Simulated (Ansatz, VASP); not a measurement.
MgO: VASP beside Ansatz

INCAR

```
PREC = Accurate ; ENCUT = 520
EDIFF = 1E-6 ; ISMEAR = 0
SIGMA = 0.05 ; LREAL = False
LASPH = True ; NELM = 80
ALGO = Normal ; ISIF = 2
LWAVE = False ; LCHARG = False
GGA = PS ; NBANDS = 11
```

The input KPOINTS:

```
Automatic mesh
0
Gamma
  10 10 10
```

File POSCAR:

```
MgO
1.0
    0.0000000000      2.1351500000      2.1351500000
    1.8148775000      0.0000000000      2.1351500000
    1.8148775000      2.1351500000      0.0000000000
Mg O
1 1
Direct
    0.0000000000      0.0000000000      0.0000000000
    0.5000000000      0.5000000000      0.5000000000
```

Input for Ansatz:

```yaml
crystal:
  lattice:
    - [0.0, 2.13515, 2.13515]
    - [1.8148775, 0.0, 2.13515]
    - [1.8148775, 2.13515, 0.0]
  atoms:
    - { symbol: Mg, position: [0.0, 0.0, 0.0] }
    - { symbol: O, position: [0.5, 0.5, 0.5] }
basis:
  ecutwfc: 420
kpoints:
  mp_grid: { grid: [10, 10, 10] }
hamiltonian:
  xc: pbesol
scf:
  occupations: { method: gaussian, width: 0.05 }
output:
  forces: true
  stress: true
  eigenvalues: true
```

Change from the starting cell: strain -0.1500 x Voigt [1, 0, 0, 0, 0, 0], atoms carried along.

Alike in both runs: task single point; functional PBEsol; k mesh 10 × 10 × 10; occupations gaussian, width 0.05 eV; no spin polarisation.

```csv
,VASP,Ansatz
version,VASP 6.6.1,Ansatz 0.2.0
potentials or method,"VASP PAW PBE potentials, release 64 (Mg, O), cutoff 520 eV","scalar-relativistic, plane waves, PAW"
valence electrons in the cell,8,16
```

Ansatz gave:

```
gap on the k mesh at the Fermi level (eV)                     : 5.50
least direct gap on the mesh (eV)                             : 5.50
pressure (GPa)                                                : 38.5
traceless stress, the component that is largest in VASP (GPa) : 55.86
```

Task: Estimate VASP's values.

Result: gap on the k mesh at the Fermi level (eV): 5.50; least direct gap on the mesh (eV): 5.50; pressure (GPa): 38.9; traceless stress, the component that is largest in VASP (GPa): 57.14.

VASP's potentials were made for PBE, not for PBEsol. Both programs put the cell under a high pressure, so it lies far from rest at this level. The functional is the same, so the differences come from potentials, cutoffs and numerics. VASP's potentials hold 8 valence electrons a cell and Ansatz's 16, so a difference there can come from the potentials and not from the codes.
